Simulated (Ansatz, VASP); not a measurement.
Two plane-wave programs on NbSbS2Br

The input POSCAR:

```
NbSbS2Br
1.0
    0.0000000000      3.8931950000      0.0000000000
    6.4040730000     -1.9465970000      0.0000000000
    0.1691170000      0.0000000000     -9.6887970000
Nb Sb S Br
2 2 4 2
Direct
    0.0000000000      0.0000000000      0.5000000000
    0.0000000000      0.0000000000      0.0000000000
    0.2910000000      0.5820000000      0.8094000000
    0.7090000000      0.4180000000      0.1906000000
    0.9240000000      0.8480000000      0.7570000000
    0.0760000000      0.1520000000      0.2430000000
    0.3600000000      0.7200000000      0.0488400000
    0.6400000000      0.2800000000      0.9511600000
    0.3660000000      0.7320000000      0.4299000000
    0.6340000000      0.2680000000      0.5701000000
```

File INCAR.step1:

```
SYSTEM = NbSbS2Br
PREC = Accurate
ENCUT = 520
ISMEAR = -1
SIGMA = 0.0187
LREAL = .FALSE.
LASPH = .TRUE.
NELM = 80
NBANDS = 48
GGA = PE
ALGO = Normal
EDIFF = 1E-4
LWAVE = .TRUE.
LCHARG = .FALSE.
```

The input INCAR.step2:

```
SYSTEM = NbSbS2Br
PREC = Accurate
ENCUT = 520
EDIFF = 1E-7
ISMEAR = -1
SIGMA = 0.0187
LREAL = .FALSE.
LASPH = .TRUE.
NELM = 80
ALGO = Normal
ISIF = 2
LWAVE = .FALSE.
LCHARG = .TRUE.
METAGGA = R2SCAN
LMIXTAU = .TRUE.
LELF = .TRUE.
LVHAR = .TRUE.
NBANDS = 48
ISTART = 1
```

KPOINTS

```
regular mesh
0
G
  5 5 2
  0 0 0
```

Input for Ansatz:

```yaml
crystal:
  lattice:
    - [0.0, 3.893195, 0.0]
    - [6.404073, -1.946597, 0.0]
    - [0.169117, 0.0, -9.688797]
  atoms:
    - { symbol: Nb, position: [0.0, 0.0, 0.5] }
    - { symbol: Sb, position: [0.291, 0.582, 0.8094] }
    - { symbol: Sb, position: [0.709, 0.418, 0.1906] }
    - { symbol: S, position: [0.924, 0.848, 0.757] }
    - { symbol: S, position: [0.076, 0.152, 0.243] }
    - { symbol: Br, position: [0.366, 0.732, 0.4299] }
    - { symbol: Br, position: [0.634, 0.268, 0.5701] }
    - { symbol: S, position: [0.36, 0.72, 0.04884] }
    - { symbol: S, position: [0.64, 0.28, 0.95116] }
    - { symbol: Nb, position: [0.0, 0.0, 0.0] }
  symmetry: { tolerance: 0.0003 }
kpoints:
  mp_grid: { grid: [5, 5, 2], shift: [0, 0, 0] }
magnetization:
  spin_polarized: false
scf:
  occupations: { method: fermi_dirac, width: 0.0187 }
hamiltonian:
  pseudopotentials: { kind: paw }
  xc: r2scan
basis:
  ecutwfc: "600 eV"
  ecutrho_ratio: 9
output:
  forces: true
  stress: true
  eigenvalues: true
```

Alike in both runs: task single point; functional r2SCAN; k mesh 5 × 5 × 2; occupations fermi-dirac, width 0.0187 eV; no spin polarisation.

|  | VASP | Ansatz |
| --- | --- | --- |
| version | VASP 6.6.1 | Ansatz 0.2.0 |
| potentials or method | VASP PAW PBE potentials, release 64 (Nb_sv, Sb, S, Br), cutoff 520 eV | PAW plane waves |
| valence electrons in the cell | 74 | 94 |

```tsv
	VASP	Ansatz	Ansatz less VASP
gap on the k mesh at the Fermi level (eV)	none	none	-
pressure (GPa)	-4.0	-4.0	+0.06
rms of the force components (eV/Å)	0.364	0.364	-0.0005
```

VASP's potentials were made for PBE, not for r2SCAN. A gap of «none» marks a metal or a gap that the smearing closes. The functional is the same, so the differences come from potentials, cutoffs and numerics. VASP's potentials hold 74 valence electrons a cell and Ansatz's 94, so a difference there can come from the potentials and not from the codes.

Spin-orbit coupling is off throughout.
